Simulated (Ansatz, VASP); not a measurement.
**One calculation of Hf2S, two programs**

```xyz
6
Lattice="3.3743 0.0000 0.0000 -1.6871 2.9222 0.0000 0.0000 0.0000 11.7174" Properties=species:S:1:pos:R:3 pbc="T T T"
Hf    1.6871    0.9741   10.5435
Hf    0.0000    1.9481    4.6848
Hf    1.6871    0.9741    7.0327
Hf    0.0000    1.9481    1.1739
S     0.0000    0.0000    8.7881
S     0.0000    0.0000    2.9294
```

Alike in both runs: task single point; functional r2SCAN; k mesh 6 × 6 × 2; occupations gaussian, width 0.01 eV; no spin polarisation.

```csv
,VASP,Ansatz
version,VASP 6.6.1,Ansatz 0.2.0
potentials or method,"VASP PAW PBE potentials, release 64 (Hf_pv, S), cutoff 520 eV","scalar-relativistic, plane waves, PAW"
valence electrons in the cell,52,116
```

```tsv
	VASP	Ansatz	Ansatz less VASP
gap on the k mesh at the Fermi level (eV)	none	none	-
pressure (GPa)	-0.1	0.8	+0.88
traceless stress, the component that is largest in VASP (GPa)	-0.36	-0.24	+0.121
rms of the force components (eV/Å)	0.039	0.039	-0.0001
```

VASP's potentials were made for PBE, not for r2SCAN. Atom by atom the forces differ by 0.000 eV/Å (rms over components). A gap of «none» marks a metal or a gap that the smearing closes. VASP's potentials hold 52 valence electrons a cell and Ansatz's 116, so a difference there can come from the potentials and not from the codes.

Neither program's run includes spin-orbit coupling.
